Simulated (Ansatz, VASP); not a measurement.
# CdS: VASP beside Ansatz

File INCAR:

```
  PREC = Accurate
  ENCUT = 520
  EDIFF = 1E-7
  ISMEAR = 0
  SIGMA = 0.01
  LREAL = False
  LASPH = True
  NELM = 100
  ALGO = Normal
  ISIF = 2
  LWAVE = False
  LCHARG = False
  GGA = PS
  NBANDS = 16
```

The input KPOINTS:

```
Automatic mesh
0
Gamma
  6 6 6
```

POSCAR

```
CdS
1.0
    0.0000000000      2.7532440000      2.7532440000
    2.7532440000      0.0000000000      2.7532440000
    2.7532440000      2.7532440000      0.0000000000
Cd S
1 1
Direct
    0.0000000000      0.0000000000      0.0000000000
    0.5000000000      0.5000000000      0.5000000000
```

Input for Ansatz:

```yaml
crystal:
  lattice:
    - [0.0, 2.753244, 2.753244]
    - [2.753244, 0.0, 2.753244]
    - [2.753244, 2.753244, 0.0]
  atoms:
    - { symbol: Cd, position: [0.0, 0.0, 0.0] }
    - { symbol: S, position: [0.5, 0.5, 0.5] }
basis:
  ecutwfc: 550.0
kpoints:
  mp_grid:
    grid: [6, 6, 6]
hamiltonian:
  xc: pbesol
scf:
  n_extra_bands: 10
  occupations:
    method: fixed
output:
  dos:
    de: 0.1
    projected: true
```

Alike in both runs: task single point; functional PBEsol; k mesh 6 × 6 × 6; no spin polarisation.

|  | VASP | Ansatz |
| --- | --- | --- |
| version | VASP 6.6.1 | Ansatz 0.2.0 |
| potentials or method | VASP PAW PBE potentials, release 64 (Cd, S), cutoff 520 eV | plane waves, PAW |
| occupations | gaussian, width 0.01 eV | fixed |
| valence electrons in the cell | 18 | 26 |

```tsv
	VASP	Ansatz	Ansatz less VASP
gap on the k mesh at the Fermi level (eV)	0.13	0.13	+0.006
```

VASP's potentials were made for PBE, not for PBEsol. VASP's potentials hold 18 valence electrons a cell and Ansatz's 26, so a difference there can come from the potentials and not from the codes.
